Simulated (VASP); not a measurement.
**Ti2NbB3: single point with PBE**

Crystal: Ti2NbB3.

```
CELL_PARAMETERS angstrom
2.99874 0.00000 0.00000
0.00000 2.99874 0.00000
0.00000 0.00000 7.37850
ATOMIC_POSITIONS crystal
Ti 0.50000 0.50000 0.33702
Ti 0.50000 0.50000 0.66298
Nb 0.50000 0.50000 0.00000
B 0.00000 0.00000 0.80440
B 0.00000 0.00000 0.19560
B 0.00000 0.00000 0.50000
```

```json
{"Program": "VASP 6.6.1", "Task": "single point", "Functional": "PBE", "Potentials or basis": "VASP PAW PBE potentials, release 64 (Ti_sv, Nb_sv, B)", "Cutoff": "520 eV", "k mesh": "6 × 6 × 4", "Occupations": "gaussian, width 0.1 eV", "Spin": "no spin polarisation", "Dipole correction": "no", "Further INCAR settings": "ALGO = Normal; EDIFF = 1e-06; NBANDS = 32"}
```

```json
{"Pressure": "0.0 GPa", "Largest force": "0.040 eV/Å", "Band gap on the k mesh": "zero (band 23 reaches 10.56 eV, above the bottom of band 24 at 9.46 eV)"}
```

Forces on the atoms (eV/Å):
```
Ti   0.000  0.000 -0.014
Ti   0.000  0.000  0.014
Nb   0.000  0.000  0.000
B    0.000  0.000  0.040
B    0.000  0.000 -0.040
B    0.000  0.000  0.000
```

Stress tensor (GPa, compression positive):
```
 0.04  0.00  0.00
 0.00  0.04  0.00
 0.00  0.00 -0.14
```

Levels at points of the mesh, in eV from the Fermi level:
| k point | band 20 | band 21 | band 22 | band 23 | band 24 | band 25 | band 26 | band 27 |
| --- | --- | --- | --- | --- | --- | --- | --- | --- |
| (0.00, 0.00, 0.00) | -0.95 | -0.95 | -0.93 | -0.51 | -0.51 | -0.36 | 1.62 | 1.62 |
| (0.50, 0.00, 0.00) | -1.79 | -1.68 | -0.94 | -0.05 | 0.35 | 0.44 | 0.91 | 1.07 |
| (0.50, 0.50, 0.00) | -2.86 | -2.86 | -1.77 | 0.13 | 1.39 | 3.23 | 3.23 | 3.33 |
| (0.00, 0.00, 0.50) | -1.38 | -1.29 | -1.09 | -0.04 | 0.60 | 0.60 | 0.86 | 0.86 |
| (0.50, 0.00, 0.50) | -1.28 | -1.21 | -1.01 | -0.25 | -0.08 | 0.13 | 0.22 | 1.34 |
| (0.50, 0.50, 0.50) | -3.00 | -3.00 | -1.56 | -0.51 | 0.06 | 3.29 | 3.29 | 3.60 |

Wall time 27 s on 1 thread of Intel(R) Xeon(R) 6975P-C (Granite Rapids), on a shared host, peak memory 0.21 GiB.
